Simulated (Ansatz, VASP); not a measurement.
# One calculation of GaAs, two programs

```
Ga As
1.0
    -2.78153    2.78153    1.51589
     2.78153   -2.78153    1.51589
     2.78153    2.78153   -1.51589
Ga As
1 1
Direct
  0.25000 0.75000 0.50000
  0.00000 0.00000 0.00000
```

Alike in both runs: task single point; functional PBEsol; k mesh 16 × 16 × 16; occupations gaussian, width 0.1 eV; no spin polarisation.

|  | VASP | Ansatz |
| --- | --- | --- |
| version | VASP 6.6.1 | Ansatz 0.2.0 |
| potentials or method | VASP PAW PBE potentials, release 64 (Ga_d, As), cutoff 520 eV | scalar-relativistic, plane waves, PAW |
| valence electrons in the cell | 18 | 28 |

Ansatz gave:

```
gap on the k mesh at the Fermi level (eV)                     : none
pressure (GPa)                                                : -10.9
traceless stress, the component that is largest in VASP (GPa) : 0.69
```

What did VASP give for the same quantities?

gap on the k mesh at the Fermi level (eV): none; pressure (GPa): -10.9; traceless stress, the component that is largest in VASP (GPa): 0.68.

VASP's potentials were made for PBE, not for PBEsol. A gap of «none» marks a metal or a gap that the smearing closes. VASP's potentials hold 18 valence electrons a cell and Ansatz's 28, so a difference there can come from the potentials and not from the codes.
